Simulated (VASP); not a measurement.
# Cl (Fm-3m) in VASP: notebook

The runs below take Cl through single point, with PBE.

Everything below comes from runs of VASP 6.6.1. Logs are shortened: lines on timing, memory, paths and dates and some standing lists are left out, and cuts for length are marked.

### 1 The cell of the first run

The structure is cubic, space group Fm-3m (No. 225). The conventional cell has a = 3.707 Å, b = 3.707 Å, c = 3.707 Å, α = 90.00°, β = 90.00°, γ = 90.00°. Cl (site symmetry m-3m) has 12 Cl at 2.62 Å within 3.5 Å.

### 2 Single point, PBE (volume scaled by 0.6)

The input, INCAR:

```
PREC = Accurate ; ENCUT = 520
EDIFF = 1E-6 ; ISMEAR = -1
SIGMA = 0.05 ; LREAL = False
LASPH = True ; NELM = 80
ALGO = Normal ; ISIF = 2
LWAVE = False ; LCHARG = False
GGA = PE ; NBANDS = 10
```

The input, KPOINTS:

```
Automatic mesh
0
Gamma
  15 15 15
```

The input, POSCAR:

```
Cl
1.0
    0.0000000000      1.8535163636      1.8535163636
    1.8535163636      0.0000000000      1.8535163636
    1.8535163636      1.8535163636      0.0000000000
Cl
1
Direct
    0.0000000000      0.0000000000      0.0000000000
```

Potentials or basis: VASP PAW PBE potentials, release 64 (Cl).

On the command line:

```
$ cat potpaw_PBE.64/Cl/POTCAR > POTCAR
$ mpirun -np 1 vasp_std > vasp.out
```

OUTCAR:

```text
PREC = Accurate
   ENCUT = 520
   EDIFF = 1E-6
   ISMEAR = -1
   LREAL = False
   LASPH = True
   NELM = 80
   ISIF = 2
   GGA = PE

 ion  position               nearest neighbor table
   1  0.000  0.000  0.000-

  LATTYP: Found a face centered cubic cell.
 ALAT       =     3.7070327272

  Lattice vectors:

 A1 = (   0.0000000000,   1.8535163636,   1.8535163636)
 A2 = (   1.8535163636,   0.0000000000,   1.8535163636)
 A3 = (   1.8535163636,   1.8535163636,   0.0000000000)

Analysis of symmetry for initial positions (statically):
=====================================================================
 Subroutine PRICEL returns:
 Original cell was already a primitive cell.

 Routine SETGRP: Setting up the symmetry group for a
 face centered cubic supercell.

 Subroutine GETGRP returns: Found 48 space group operations
 (whereof 48 operations were pure point group operations)
 out of a pool of 48 trial point group operations.

The static configuration has the point symmetry O_h .

Analysis of symmetry for dynamics (positions and initial velocities):
=====================================================================
 Subroutine PRICEL returns:
 Original cell was already a primitive cell.

 Routine SETGRP: Setting up the symmetry group for a
 face centered cubic supercell.

 Subroutine GETGRP returns: Found 48 space group operations
 (whereof 48 operations were pure point group operations)
 out of a pool of 48 trial point group operations.

The dynamic configuration has the point symmetry O_h .

 Subroutine INISYM returns: Found 48 space group operations
 (whereof 48 operations are pure point group operations),
 and found     1 'primitive' translations

----------------------------------------------------------------------------------------

                                     Primitive cell

  volume of cell :      12.7356

  direct lattice vectors                    reciprocal lattice vectors
     0.000000000  1.853516364  1.853516364    -0.269757532  0.269757532  0.269757532
     1.853516364  0.000000000  1.853516364     0.269757532 -0.269757532  0.269757532
     1.853516364  1.853516364  0.000000000     0.269757532  0.269757532 -0.269757532

  length of vectors
     2.621267979  2.621267979  2.621267979     0.467233751  0.467233751  0.467233751

  position of ions in fractional coordinates (direct lattice)
     0.000000000  0.000000000  0.000000000

  ion indices of the primitive-cell ions
   primitive index   ion index
                 1           1

----------------------------------------------------------------------------------------

 KPOINTS: Automatic mesh

Automatic generation of k-mesh.
 Grid dimensions read from file:
 generate k-points for:   15   15   15

 Generating k-lattice:

  Cartesian coordinates                     Fractional coordinates (reciprocal lattice)
    -0.017983835  0.017983835  0.017983835     0.066666667  0.000000000  0.000000000
     0.017983835 -0.017983835  0.017983835     0.000000000  0.066666667  0.000000000
     0.017983835  0.017983835 -0.017983835     0.000000000  0.000000000  0.066666667

  Length of vectors
     0.031148917  0.031148917  0.031148917

  Shift w.r.t. Gamma in fractional coordinates (k-lattice)
     0.000000000  0.000000000  0.000000000

 Subroutine IBZKPT returns following result:
 ===========================================

 Found    120 irreducible k-points:

 Following reciprocal coordinates:
            Coordinates               Weight
  0.000000  0.000000  0.000000      1.000000
  0.066667  0.000000  0.000000      8.000000
  0.133333  0.000000  0.000000      8.000000
  0.200000  0.000000  0.000000      8.000000
  0.266667  0.000000  0.000000      8.000000
  0.333333  0.000000  0.000000      8.000000
[... 16 lines left out ...]
  0.133333  0.133333  0.000000      6.000000
  0.200000  0.133333  0.000000     24.000000
 [... further k-points ...]
   k-points           NKPTS =    120   k-points in BZ     NKDIM =    120   number of bands    NBANDS=     10
   number of dos      NEDOS =    301   number of ions     NIONS =      1
   total plane-waves  NPLWV =   8000
   dimension x,y,z NGX =    20 NGY =   20 NGZ =   20
   dimension x,y,z NGXF=    40 NGYF=   40 NGZF=   40
   ions per type =               1
   NGX,Y,Z   is equivalent  to a cutoff of  12.68, 12.68, 12.68 a.u.
   NGXF,Y,Z  is equivalent  to a cutoff of  25.37, 25.37, 25.37 a.u.
 SYSTEM =  unknown system
   PREC   = accura    normal or accurate (medium, high low for compatibility)
   ISTART =      0    job   : 0-new  1-cont  2-samecut
   ICHARG =      2    charge: 1-file 2-atom 10-const
   ISPIN  =      1    spin polarized calculation?
   LNONCOLLINEAR =      F non collinear calculations
   LSORBIT =      F    spin-orbit coupling
   LASPH  =      T    aspherical Exc in radial PAW
   ENCUT  =  520.0 eV  38.22 Ry    6.18 a.u.   4.87  4.87  4.87*2*pi/ulx,y,z
   NELM   =     80;   NELMIN=  2; NELMDL= -5     # of ELM steps
   EDIFF  = 0.1E-05   stopping-criterion for ELM
   LREAL  =      F    real-space projection
   EDIFFG = 0.1E-04   stopping-criterion for IOM
   NSW    =      0    number of steps for IOM
   IBRION =     -1    ionic relax: 0-MD 1-quasi-New 2-CG
   NFREE  =      0    steps in history (QN), initial steepest desc. (CG)
   ISIF   =      2    stress and relaxation
   ISYM   =      2    0-nonsym 1-usesym 2-fastsym
   POTIM  = 0.5000    time-step for ionic-motion
   TEBEG  =    0.0;   TEEND  =   0.0 temperature during run
   PSTRESS=    0.0 pullay stress
   NELECT =       7.0000    total number of electrons
   NUPDOWN=      -1.0000    fix difference up-down
   EMIN   =  10.00;   EMAX   =-10.00  energy-range for DOS
   EFERMI =   0.00;   METHOD = LEGACY
   ISMEAR =    -1;   SIGMA  =   0.05  broadening in eV -4-tet -1-fermi 0-gaus
   EFERMI_NEDOS =   21; number of points for ismear=-14 and -15
   IALGO  =     38    algorithm
   IMIX   =      4    mixing-type and parameters
     AMIX     =   0.40;   BMIX     =  1.00
     AMIX_MAG =   1.60;   BMIX_MAG =  1.00
  volume/ion in A,a.u.               =      12.74        85.94
  Fermi-wavevector in a.u.,A,eV,Ry     =   1.341017  2.534155 24.467734  1.798328
  Thomas-Fermi vector in A             =   2.469284
   LORBIT       =      0    0 simple, 1 ext, 2 COOP (PROOUT), +10 PAW based schemes
   GGA     = PE    functional components
[... 5 lines left out ...]
 non-spin polarized calculation
  energy-cutoff  :      520.00
  volume of cell :       12.74
 maximum number of plane-waves:       353
   NGX =  9   NGY =  9   NGZ =  9

 number of electron       7.0000001 magnetization

 Free energy of the ion-electron system (eV)
  ---------------------------------------------------
  ext. energy  EPLUGINS =         0.00000000
  ---------------------------------------------------
  free energy    TOTEN  =        -0.02127836 eV

  energy without entropy =       -0.01381205  energy(sigma->0) =       -0.01754520

 E-fermi :   9.3340     XC(G=0): -12.2136

 val. band max:        9.3306144802   @ k =   0.3333   0.1333   0.0000
 cond. band min:       9.3471817671   @ k =   0.3333   0.1333   0.0000
 fundamental gap:      0.0165672869
 Fermi energy:         9.3340357799

 k-point     1 :       0.0000    0.0000    0.0000
  band No.  band energies     occupation
      1     -10.9358      2.00000
      2      11.3151      0.00000
      3      11.3151      0.00000
      4      11.3151      0.00000
      5      22.9212      0.00000
      6      22.9212      0.00000
      7      22.9212      0.00000
      8      24.8076      0.00000
      9      28.9915      0.00000
     10      28.9915      0.00000

 k-point     2 :       0.0667    0.0000    0.0000
  band No.  band energies     occupation
      1     -10.8186      2.00000
      2      10.7101      0.00000
      3      11.2365      0.00000
      4      11.2365      0.00000
      5      22.6554      0.00000
      6      23.1190      0.00000
      7      23.1190      0.00000
      8      25.1941      0.00000
      9      28.6300      0.00000
     10      28.6300      0.00000

 k-point     3 :       0.1333    0.0000    0.0000
  band No.  band energies     occupation
      1     -10.4701      2.00000
      2       9.1637      1.93583
      3      11.0279      0.00000
      4      11.0279      0.00000
      5      21.9779      0.00000
      6      23.5755      0.00000
      7      23.5755      0.00000
      8      26.3020      0.00000
      9      27.9569      0.00000
     10      27.9569      0.00000

 k-point     4 :       0.2000    0.0000    0.0000
  band No.  band energies     occupation
      1      -9.9012      2.00000
      2       7.1470      2.00000
      3      10.7511      0.00000
      4      10.7511      0.00000
      5      21.2249      0.00000
      6      23.8133      0.00000
      7      23.8133      0.00000
      8      27.7451      0.00000
      9      27.8220      0.00000
     10      27.8220      0.00000
[... 222 lines left out ...]
 k-point    22 :      -0.0667    0.0667    0.0000
  band No.  band energies     occupation
      1     -10.6243      2.00000
      2      10.0182      0.00000
      3      10.7218      0.00000
      4      11.2799      0.00000
      5      22.3069      0.00000
      6      23.2607      0.00000
      7      23.5226      0.00000
      8      25.7527      0.00000
      9      27.6321      0.00000
     10      28.8044      0.00000

 k-point    23 :       0.1333    0.1333    0.0000
  band No.  band energies     occupation
      1     -10.3144      2.00000
      2       9.7029      0.00125
      3      10.3184      0.00000
      4      10.3184      0.00000
      5      20.7938      0.00000
      6      24.3913      0.00000
      7      24.6777      0.00000
      8      24.6777      0.00000
      9      27.7084      0.00000
     10      29.5866      0.00000

 k-point    24 :       0.2000    0.1333    0.0000
  band No.  band energies     occupation
      1      -9.8949      2.00000
      2       8.3444      2.00000
      3       9.9108      0.00002
      4      10.1202      0.00000
      5      20.2929      0.00000
      6      23.2886      0.00000
      7      25.0736      0.00000
      8      25.3892      0.00000
      9      28.9684      0.00000
     10      29.7870      0.00000

 [... further k-points ...]
[... 5 lines left out ...]
  --------------------------------------------------------------------------------------
  -------------------------------------------------------------------------------------
  Total        4.3965075      4.3965075      4.3965075      0.0000000     -0.0000000     -0.0000000
  in kB      553.0942298    553.0942298    553.0942298      0.0000000     -0.0000000     -0.0000000
  external PRESSURE =     553.0942298 kB  Pullay stress =       0.0000000 kB

 VOLUME and BASIS-vectors are now :
 -----------------------------------------------------------------------------
  energy-cutoff  :      520.00
  volume of cell :       12.74
      direct lattice vectors                 reciprocal lattice vectors
     0.000000000  1.853516364  1.853516364    -0.269757532  0.269757532  0.269757532
     1.853516364  0.000000000  1.853516364     0.269757532 -0.269757532  0.269757532
     1.853516364  1.853516364  0.000000000     0.269757532  0.269757532 -0.269757532

 POSITION                                       TOTAL-FORCE (eV/Angst)
 -----------------------------------------------------------------------------------
      0.00000      0.00000      0.00000         0.000000      0.000000      0.000000
 -----------------------------------------------------------------------------------
    total drift:                               -0.000000      0.000000      0.000000

  FREE ENERGIE OF THE ION-ELECTRON SYSTEM (eV)
  ---------------------------------------------------
  free  energy   TOTEN  =        -0.0212783643 eV

  energy  without entropy=       -0.0138120452  energy(sigma->0) =       -0.01754520
```

Wall time 24 s (1 thread of AMD EPYC, shared host); peak memory 0.09 GiB.

What came out:

* Free energy: -0.0213 eV
* Pressure: 55.3 GPa

Caveat: an odd number of electrons without spin polarisation forces a metal; a magnetic or distorted state may lie lower.

### 3 Single point, PBE (volume scaled by 0.7)

The input, INCAR:

```
SYSTEM = Cl
ALGO = Normal ; EDIFF = 1E-6
ENCUT = 520 ; GGA = PE
ISIF = 2 ; ISMEAR = -1
LASPH = .TRUE. ; LCHARG = .TRUE.
LELF = .TRUE. ; LREAL = .FALSE.
LVHAR = .TRUE. ; LWAVE = .FALSE.
NBANDS = 10 ; NELM = 60
PREC = Accurate ; SIGMA = 0.05
```

The input, KPOINTS:

```
k-points
0
G
  15 15 15
  0 0 0
```

The input, POSCAR:

```
Cl
1.0
    0.0000000000      1.9512459788      1.9512459788
    1.9512459788      0.0000000000      1.9512459788
    1.9512459788      1.9512459788      0.0000000000
Cl
1
Direct
    0.0000000000      0.0000000000      0.0000000000
```

Potentials or basis: VASP PAW PBE potentials, release 64 (Cl).

On the command line:

```
$ cat potpaw_PBE.64/Cl/POTCAR > POTCAR
$ mpirun -np 1 vasp_std > vasp.out
```

OUTCAR:

```text
SYSTEM = Cl
   EDIFF = 1E-6
   ENCUT = 520
   GGA = PE
   ISIF = 2
   ISMEAR = -1
   LASPH = .TRUE.
   LREAL = .FALSE.
   NELM = 60
   PREC = Accurate

 ion  position               nearest neighbor table
   1  0.000  0.000  0.000-

  LATTYP: Found a face centered cubic cell.
 ALAT       =     3.9024919576

  Lattice vectors:

 A1 = (   0.0000000000,   1.9512459788,   1.9512459788)
 A2 = (   1.9512459788,   0.0000000000,   1.9512459788)
 A3 = (   1.9512459788,   1.9512459788,   0.0000000000)

Analysis of symmetry for initial positions (statically):
[... 483 lines left out ...]
      5      18.0885      0.00000
      6      20.2887      0.00000
      7      21.9786      0.00000
      8      22.4280      0.00000
      9      24.4269      0.00000
     10      26.4523      0.00000

 [... further k-points ...]
[... 5 lines left out ...]
  --------------------------------------------------------------------------------------
  -------------------------------------------------------------------------------------
  Total        2.4957733      2.4957733      2.4957733      0.0000000      0.0000000     -0.0000000
  in kB      269.1222837    269.1222837    269.1222837      0.0000000      0.0000000     -0.0000000
  external PRESSURE =     269.1222837 kB  Pullay stress =       0.0000000 kB

 VOLUME and BASIS-vectors are now :
 -----------------------------------------------------------------------------
  energy-cutoff  :      520.00
  volume of cell :       14.86
      direct lattice vectors                 reciprocal lattice vectors
     0.000000000  1.951245979  1.951245979    -0.256246524  0.256246524  0.256246524
     1.951245979  0.000000000  1.951245979     0.256246524 -0.256246524  0.256246524
     1.951245979  1.951245979  0.000000000     0.256246524  0.256246524 -0.256246524

 POSITION                                       TOTAL-FORCE (eV/Angst)
 -----------------------------------------------------------------------------------
      0.00000      0.00000      0.00000         0.000000      0.000000     -0.000000
 -----------------------------------------------------------------------------------
    total drift:                               -0.000000      0.000000      0.000000

  FREE ENERGIE OF THE ION-ELECTRON SYSTEM (eV)
  ---------------------------------------------------
  free  energy   TOTEN  =        -0.5469456426 eV

  energy  without entropy=       -0.5377660432  energy(sigma->0) =       -0.54235584
```

stdout:

```text
POSCAR found type information on POSCAR Cl
 POSCAR found :  1 types and       1 ions
 scaLAPACK will be used
 LDA part: xc-table for (Slater+PW92), standard interpolation
 POSCAR, INCAR and KPOINTS ok, starting setup
 FFT: planning ... GRIDC
 FFT: planning ... GRID_SOFT
 FFT: planning ... GRID
 WAVECAR not read
 entering main loop
```

Wall time 33 s (1 thread of AMD EPYC, shared host); peak memory 0.11 GiB.

Results:

```
Free energy : -0.5469 eV
Pressure    : 26.9 GPa
```

Caveat: an odd number of electrons without spin polarisation forces a metal; a magnetic or distorted state may lie lower.
